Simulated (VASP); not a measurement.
# HfBr (Fd-3m) in VASP: further runs

HfBr is run at these levels: PBE; tasks: single point, relaxation of cell and atoms.

All numbers are computed with VASP 6.6.1; they aren't measurements. Logs are shortened: lines on timing, memory, paths and dates and some standing lists are left out, and cuts for length are marked.

## 1. The cell of the first run

Symmetry: Fd-3m, No. 227, cubic system. The conventional cell has a = 7.341 Å, b = 7.341 Å, c = 7.341 Å, α = 90.00°, β = 90.00°, γ = 90.00°. Hf (site symmetry -43m) has 10 Br at 3.18 to 3.67 Å and 4 Hf at 3.18 Å within 4.2 Å. Br (site symmetry -43m) has 10 Hf at 3.18 to 3.67 Å and 4 Br at 3.18 Å within 4.2 Å.

The cell was built from a structure type or drawn by symmetry, and may not be a known phase.

## 2. Single point, PBE

The input, INCAR:

```
ALGO = Normal ; EDIFF = 1E-6
ENCUT = 520 ; GGA = PE
ISIF = 2 ; ISMEAR = 0
LASPH = T ; LCHARG = F
LREAL = F ; LWAVE = F
NBANDS = 25 ; NELM = 100
PREC = Accurate ; SIGMA = 0.1
```

The input, KPOINTS:

```
k-points
0
Gamma
  4 4 4
```

The input, POSCAR:

```
HfBr
1.0
    0.0000000000      3.6706108078      3.6706108078
    3.6706108078      0.0000000000      3.6706108078
    3.6706108078      3.6706108078      0.0000000000
Hf Br
2 2
Direct
    0.0000000000      0.0000000000      0.0000000000
    0.2500000000      0.2500000000      0.2500000000
    0.7500000000      0.7500000000      0.7500000000
    0.5000000000      0.5000000000      0.5000000000
```

Potentials or basis: VASP PAW PBE potentials, release 64 (Hf_pv, Br).

The run is started by

```console
$ cat potpaw_PBE.64/Hf_pv/POTCAR potpaw_PBE.64/Br/POTCAR > POTCAR
$ mpirun -np 1 vasp_std > vasp.out
```

OUTCAR:

```text
EDIFF = 1E-6
   ENCUT = 520
   GGA = PE
   ISIF = 2
   ISMEAR = 0
   LASPH = T
   LREAL = F
   NELM = 100
   PREC = Accurate

 ion  position               nearest neighbor table
   1  0.000  0.000  0.000-   2 3.18   3 3.18   3 3.18   3 3.18   3 3.18   2 3.18   2 3.18   2 3.18

   2  0.250  0.250  0.250-   1 3.18   4 3.18   1 3.18   1 3.18   1 3.18   4 3.18   4 3.18   4 3.18

   3  0.750  0.750  0.750-   1 3.18   1 3.18   1 3.18   1 3.18
   4  0.500  0.500  0.500-   2 3.18   2 3.18   2 3.18   2 3.18

  LATTYP: Found a face centered cubic cell.
 ALAT       =     7.3412216156

  Lattice vectors:

 A1 = (   0.0000000000,   3.6706108078,   3.6706108078)
 A2 = (   3.6706108078,   0.0000000000,   3.6706108078)
 A3 = (   3.6706108078,   3.6706108078,   0.0000000000)

Analysis of symmetry for initial positions (statically):
=====================================================================
 Subroutine PRICEL returns:
 Original cell was already a primitive cell.

 Routine SETGRP: Setting up the symmetry group for a
 face centered cubic supercell.

 Subroutine GETGRP returns: Found 48 space group operations
 (whereof 24 operations were pure point group operations)
 out of a pool of 48 trial point group operations.

The static configuration has the point symmetry T_d .
 The point group associated with its full space group is O_h .

Analysis of symmetry for dynamics (positions and initial velocities):
=====================================================================
 Subroutine PRICEL returns:
 Original cell was already a primitive cell.

 Routine SETGRP: Setting up the symmetry group for a
 face centered cubic supercell.

 Subroutine GETGRP returns: Found 48 space group operations
 (whereof 24 operations were pure point group operations)
 out of a pool of 48 trial point group operations.

The dynamic configuration has the point symmetry T_d .
 The point group associated with its full space group is O_h .

 Subroutine INISYM returns: Found 48 space group operations
 (whereof 24 operations are pure point group operations),
 and found     1 'primitive' translations

----------------------------------------------------------------------------------------

[... 67 lines left out ...]
   NGX,Y,Z   is equivalent  to a cutoff of  12.81, 12.81, 12.81 a.u.
   NGXF,Y,Z  is equivalent  to a cutoff of  25.62, 25.62, 25.62 a.u.
 SYSTEM =  unknown system
   PREC   = accura    normal or accurate (medium, high low for compatibility)
   ISTART =      0    job   : 0-new  1-cont  2-samecut
   ICHARG =      2    charge: 1-file 2-atom 10-const
   ISPIN  =      1    spin polarized calculation?
   LNONCOLLINEAR =      F non collinear calculations
   LSORBIT =      F    spin-orbit coupling
   LASPH  =      T    aspherical Exc in radial PAW
   ENCUT  =  520.0 eV  38.22 Ry    6.18 a.u.   9.65  9.65  9.65*2*pi/ulx,y,z
   NELM   =    100;   NELMIN=  2; NELMDL= -5     # of ELM steps
   EDIFF  = 0.1E-05   stopping-criterion for ELM
   LREAL  =      F    real-space projection
[... 7 lines left out ...]
   TEBEG  =    0.0;   TEEND  =   0.0 temperature during run
   PSTRESS=    0.0 pullay stress
   NELECT =      34.0000    total number of electrons
   NUPDOWN=      -1.0000    fix difference up-down
   EMIN   =  10.00;   EMAX   =-10.00  energy-range for DOS
   EFERMI =   0.00;   METHOD = LEGACY
   ISMEAR =     0;   SIGMA  =   0.10  broadening in eV -4-tet -1-fermi 0-gaus
   EFERMI_NEDOS =   21; number of points for ismear=-14 and -15
   IALGO  =     38    algorithm
   IMIX   =      4    mixing-type and parameters
     AMIX     =   0.40;   BMIX     =  1.00
     AMIX_MAG =   1.60;   BMIX_MAG =  1.00
  volume/ion in A,a.u.               =      24.73       166.87
  Fermi-wavevector in a.u.,A,eV,Ry     =   1.146796  2.167130 17.893577  1.315141
  Thomas-Fermi vector in A             =   2.283479
   LORBIT       =      0    0 simple, 1 ext, 2 COOP (PROOUT), +10 PAW based schemes
   GGA     = PE    functional components
   LHFCALC =     F    Hartree Fock is set to
   AEXX    =    0.0000 exact exchange contribution
   IVDW    =     0    specifies the selected vdW correction
   LEPSILON=     F    determine dielectric tensor
   LRPA    =     F    only Hartree local field effects (RPA)
 non-spin polarized calculation
 Gauss-broadening in eV      SIGMA  =   0.10
  energy-cutoff  :      520.00
  volume of cell :       98.91
 maximum number of plane-waves:      2698
 NGX is ok and might be reduce to    40
   NGX = 19   NGY = 19   NGZ = 19

 number of electron      33.9999998 magnetization

 Free energy of the ion-electron system (eV)
  ---------------------------------------------------
  ext. energy  EPLUGINS =         0.00000000
  ---------------------------------------------------
  free energy    TOTEN  =       -20.92618812 eV

  energy without entropy =      -20.84761364  energy(sigma->0) =      -20.88690088

 E-fermi :   4.4667     XC(G=0): -10.2441

 val. band max:        4.4636577196   @ k =   0.5000   0.5000   0.0000
 cond. band min:       4.4772365402   @ k =   0.5000   0.2500   0.0000
 fundamental gap:      0.0135788206
 Fermi energy:         4.4667484097

 k-point     1 :       0.0000    0.0000    0.0000
  band No.  band energies     occupation
      1     -27.0255      2.00000
      2     -27.0255      2.00000
      3     -27.0255      2.00000
      4     -26.8226      2.00000
      5     -26.8226      2.00000
      6     -26.8226      2.00000
[... 213 lines left out ...]
     24       7.8894      0.00000
     25       8.4846      0.00000

------------------------ aborting loop because EDIFF is reached ----------------------------------------

  FORCE on cell =-STRESS in cart. coord.  units (eV):
  Direction    XX          YY          ZZ          XY          YZ          ZX
  --------------------------------------------------------------------------------------
  -------------------------------------------------------------------------------------
  Total       -0.3739870     -0.3739870     -0.3739870      0.0000000      0.0000000     -0.0000000
  in kB       -6.0579004     -6.0579004     -6.0579004      0.0000000      0.0000000     -0.0000000
  external PRESSURE =      -6.0579004 kB  Pullay stress =       0.0000000 kB

 VOLUME and BASIS-vectors are now :
 -----------------------------------------------------------------------------
  energy-cutoff  :      520.00
  volume of cell :       98.91
      direct lattice vectors                 reciprocal lattice vectors
     0.000000000  3.670610808  3.670610808    -0.136217111  0.136217111  0.136217111
     3.670610808  0.000000000  3.670610808     0.136217111 -0.136217111  0.136217111
     3.670610808  3.670610808  0.000000000     0.136217111  0.136217111 -0.136217111

 POSITION                                       TOTAL-FORCE (eV/Angst)
 -----------------------------------------------------------------------------------
      0.00000      0.00000      0.00000        -0.000000     -0.000000     -0.000000
      1.83531      1.83531      1.83531         0.000000      0.000000     -0.000000
      5.50592      5.50592      5.50592         0.000000      0.000000      0.000000
      3.67061      3.67061      3.67061        -0.000000     -0.000000     -0.000000
 -----------------------------------------------------------------------------------
    total drift:                               -0.000000      0.000000      0.000000

  FREE ENERGIE OF THE ION-ELECTRON SYSTEM (eV)
  ---------------------------------------------------
  free  energy   TOTEN  =       -20.9261881227 eV

  energy  without entropy=      -20.8476136357  energy(sigma->0) =      -20.88690088
```

stdout:

```text
POSCAR found type information on POSCAR HfBr
 POSCAR found :  2 types and       4 ions
 scaLAPACK will be used
 LDA part: xc-table for (Slater+PW92), standard interpolation
 POSCAR, INCAR and KPOINTS ok, starting setup
 FFT: planning ... GRIDC
 FFT: planning ... GRID_SOFT
 FFT: planning ... GRID
 WAVECAR not read
 entering main loop
```

Wall time 18 s (1 thread of AMD EPYC 9R45 (Zen 5), shared host); peak memory 0.21 GiB.

Results:

```
Free energy            : -20.9262 eV
Pressure               : -0.6 GPa
Band gap on the k mesh : zero (bands 17 and 18 overlap by 0.24 eV)
```

Caveat: the k points lie up to 0.37 Å⁻¹ apart; spin-orbit coupling is left out, which moves the levels of the heavy elements.

## 3. Single point, PBE

This run uses another cell than the first one, of 27.98 Å³/atom.

The input, INCAR:

```
SYSTEM = HfBr
PREC = Accurate
ENCUT = 520
EDIFF = 1E-7
ISMEAR = 0
SIGMA = 0.1
LREAL = .False.
LASPH = .True.
NELM = 80
ALGO = Normal
ISIF = 2
LWAVE = .False.
LCHARG = .True.
GGA = PE
LELF = .True.
LVHAR = .True.
NBANDS = 25
```

The input, KPOINTS:

```
Automatic mesh
0
Gamma
  4 4 4
  0 0 0
```

The input, POSCAR:

```
HfBr
1.0
    0.0000000000      3.8247462300      3.8247462300
    3.8247462300      0.0000000000      3.8247462300
    3.8247462300      3.8247462300      0.0000000000
Hf Br
2 2
Direct
    0.0000000000      0.0000000000      0.0000000000
    0.2500000000      0.2500000000      0.2500000000
    0.7500000000      0.7500000000      0.7500000000
    0.5000000000      0.5000000000      0.5000000000
```

Potentials or basis: VASP PAW PBE potentials, release 64 (Hf_pv, Br).

The run is started by

```console
$ cat potpaw_PBE.64/Hf_pv/POTCAR potpaw_PBE.64/Br/POTCAR > POTCAR
$ mpirun -np 1 vasp_std > vasp.out
```

It took 22 s on 1 thread of AMD EPYC 9R45 (Zen 5), shared host; peak memory 0.21 GiB.

It converged, with:

```
Free energy            : -20.6755 eV
Pressure               : -5.0 GPa
Band gap on the k mesh : zero (bands 17 and 18 overlap by 0.11 eV)
```

Levels at points of the mesh, in eV from the Fermi level:
| k point | band 15 | band 16 | band 17 | band 18 | band 19 | band 20 |
| --- | --- | --- | --- | --- | --- | --- |
| (0.00, 0.00, 0.00) | -3.06 | -0.48 | -0.48 | 0.57 | 0.57 | 0.57 |
| (0.50, 0.00, 0.00) | -0.86 | -0.09 | 0.04 | 0.04 | 1.27 | 1.27 |
| (0.50, 0.50, 0.00) | -0.95 | -0.95 | 0.00 | 0.00 | 1.14 | 1.14 |

Caveat: the cell stands under tension; spin-orbit coupling is left out, which moves the levels of the heavy elements.

## 4. Relaxation of cell and atoms, PBE

This run uses another cell than the first one, of 27.98 Å³/atom.

The input, INCAR:

```
SYSTEM = HfBr
  PREC = Accurate
  ENCUT = 600
  EDIFF = 1E-6
  ISMEAR = 0
  SIGMA = 0.1
  LREAL = .False.
  LASPH = .True.
  NELM = 80
  ALGO = Normal
  ISIF = 3
  LWAVE = .False.
  LCHARG = .False.
  GGA = PE
  IBRION = 2
  NSW = 90
  EDIFFG = -0.04
```

KPOINTS is that of step 3.

POSCAR is that of step 3.

The run is started by

```console
$ cat potpaw_PBE.64/Hf_pv/POTCAR potpaw_PBE.64/Br/POTCAR > POTCAR
$ mpirun -np 1 vasp_std > vasp.out
```

It took 65 s on 1 thread of AMD EPYC 9R45 (Zen 5), shared host; peak memory 0.29 GiB.

The run converged. Its results:

```yaml
Free_energy: -20.9296 eV
Relaxed_volume: 24.43 Å³/atom
Relaxed_cell: a = 5.170 Å, b = 5.170 Å, c = 5.170 Å, α = 60.00°, β = 60.00°, γ = 60.00°
Space_group_after_relaxing_to_0.1_Å: Fd-3m (No. 227)
Energy_gained_by_relaxing: 63.5 meV/atom
Ionic_steps: 3
Pressure_after_relaxing: 0.0 GPa
Band_gap_on_the_k_mesh: zero (bands 17 and 18 overlap by 0.23 eV)
```

Step by step:
| step | energy change (eV) | largest force (eV/Å) | pressure (GPa) | volume (Å³) |
| --- | --- | --- | --- | --- |
| 1 | 0.0000 | 0.0000 | -4.98 | 111.90 |
| 2 | -0.2533 | 0.0000 | -0.36 | 98.40 |
| 3 | -0.2541 | 0.0000 | -0.02 | 97.74 |

Final structure:
```cif
data_structure
_symmetry_space_group_name_H-M 'P 1'
_symmetry_Int_Tables_number 1
_cell_length_a 5.1704
_cell_length_b 5.1704
_cell_length_c 5.1704
_cell_angle_alpha 60.000
_cell_angle_beta 60.000
_cell_angle_gamma 60.000
_cell_volume 97.74
loop_
_atom_site_label
_atom_site_type_symbol
_atom_site_fract_x
_atom_site_fract_y
_atom_site_fract_z
_atom_site_occupancy
Hf1 Hf 0.00000 0.00000 0.00000 1
Hf2 Hf 0.25000 0.25000 0.25000 1
Br1 Br 0.75000 0.75000 0.75000 1
Br2 Br 0.50000 0.50000 0.50000 1
```

Levels at points of the mesh, in eV from the Fermi level:
| k point | band 15 | band 16 | band 17 | band 18 | band 19 | band 20 |
| --- | --- | --- | --- | --- | --- | --- |
| (0.00, 0.00, 0.00) | -2.95 | -0.83 | -0.83 | 0.75 | 0.75 | 0.75 |
| (0.50, 0.00, 0.00) | -0.85 | 0.06 | 0.06 | 0.19 | 1.43 | 1.43 |
| (0.50, 0.50, 0.00) | -1.05 | -1.05 | -0.01 | -0.01 | 1.12 | 1.12 |

Caveat: spin-orbit coupling is left out, which moves the levels of the heavy elements.

## 5. The runs side by side

| task | cell | cutoff (eV) | gap on the mesh (eV) | pressure (GPa) |
| --- | --- | --- | --- | --- |
| single point | a = 5.191 Å, angles 60.0°, 4 atoms | 520 | none | -0.6 |
| single point | a = 5.409 Å, angles 60.0°, 4 atoms | 520 | none | -5.0 |
| relaxation of cell and atoms | relaxed from a = 5.409 Å, angles 60.0°, 4 atoms | 600 | none | 0.0 |

Alike in all rows: level PBE; potentials or basis VASP PAW PBE potentials, release 64 (Hf_pv, Br); no spin polarisation; k mesh 4 × 4 × 4; smearing gaussian 0.1 eV.

Caveats: some runs use coarse meshes; spin-orbit coupling is left out, which moves the levels of the heavy elements; the cell stands under tension (at least some runs).

Total energies depend on the potentials used, so only differences within one code and one set of settings carry meaning.
